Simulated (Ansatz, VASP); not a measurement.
**O in VASP and in Ansatz**

```
O
1.0
     2.64682   -1.67980    0.00000
     2.64682    1.67980    0.00000
    -1.92522    0.00000    3.67213
O
2
Direct
  0.06400 0.06400 0.15300
  0.93600 0.93600 0.84700
```

Change from the starting cell: volume scaled by 0.9405, PAW files.

Alike in both runs: task electric field gradients; functional PBE; k mesh 11 × 11 × 8; occupations fermi-dirac, width 0.01 eV; no spin polarisation.

```csv
,VASP,Ansatz
version,VASP 6.6.1,Ansatz 0.2.0
potentials or method,"VASP PAW PBE potentials, release 64 (O)","PAW with Ansatz's default frozen-core files, scalar-relativistic"
plane-wave cutoff (eV),520,420
valence electrons in the cell,12,12
```

```tsv
	VASP	Ansatz	Ansatz less VASP
pressure (GPa)	17.3	12.6	-4.76
traceless stress, the component that is largest in VASP (GPa)	44.44	34.35	-10.082
rms of the force components (eV/Å)	6.484	4.871	-1.6133
size of Vzz on the site where it differs most (V/Å²)	106.2	106.0	-0.12
```

Atom by atom the forces differ by 1.614 eV/Å (rms over components). With one functional, cell and mesh, what is left measures potentials, basis and numerics.

Noted on VASP's run: the standard files for N, O and F lose accuracy on very short bonds; spin is off for a triplet molecule.
